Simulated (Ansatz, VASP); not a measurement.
**Two plane-wave programs on SrO**

The input INCAR:

```
ALGO = Normal
EDIFF = 1E-6
ENCUT = 520
GGA = PE
ISIF = 2
ISMEAR = 0
LASPH = T
LCHARG = F
LREAL = F
LWAVE = F
NBANDS = 15
NELM = 60
PREC = Accurate
SIGMA = 0.05
```

Contents of KPOINTS:

```
k-points
0
Gamma
  8 8 8
```

The input POSCAR:

```
SrO
1.0
    0.0000000000      2.5055550000      2.6340450000
    2.5055550000      0.0000000000      2.6340450000
    2.5055550000      2.5055550000      0.0000000000
Sr O
1 1
Direct
    0.0000000000      0.0000000000      0.0000000000
    0.5000000000      0.5000000000      0.5000000000
```

Input for Ansatz:

```yaml
crystal:
  lattice:
    - [0.0, 2.505555, 2.634045]
    - [2.505555, 0.0, 2.634045]
    - [2.505555, 2.505555, 0.0]
  atoms:
    - { symbol: Sr, position: [0.0, 0.0, 0.0] }
    - { symbol: O, position: [0.5, 0.5, 0.5] }
basis:
  ecutwfc: 420
kpoints:
  mp_grid: { grid: [8, 8, 8] }
hamiltonian:
  xc: pbe
scf:
  occupations: { method: gaussian, width: 0.05 }
output:
  forces: true
  stress: true
  eigenvalues: true
```

Change from the starting cell: strain -0.025 along x and y, +0.025 along z, atoms carried along.

Alike in both runs: task single point; functional PBE; k mesh 8 × 8 × 8; occupations gaussian, width 0.05 eV; no spin polarisation.

|  | VASP | Ansatz |
| --- | --- | --- |
| version | VASP 6.6.1 | Ansatz 0.2.0 |
| potentials or method | VASP PAW PBE potentials, release 64 (Sr_sv, O), cutoff 520 eV | scalar-relativistic, plane waves, PAW |
| valence electrons in the cell | 16 | 16 |

Ansatz gave:

* gap on the k mesh at the Fermi level (eV): 3.19
* least direct gap on the mesh (eV): 3.22
* pressure (GPa): 6.1
* traceless stress, the component that is largest in VASP (GPa): -4.89

Task: What did VASP give for the same quantities?

Result: gap on the k mesh at the Fermi level (eV): 3.14; least direct gap on the mesh (eV): 3.18; pressure (GPa): 6.8; traceless stress, the component that is largest in VASP (GPa): -5.15.

The functional is the same, so the differences come from potentials, cutoffs and numerics.
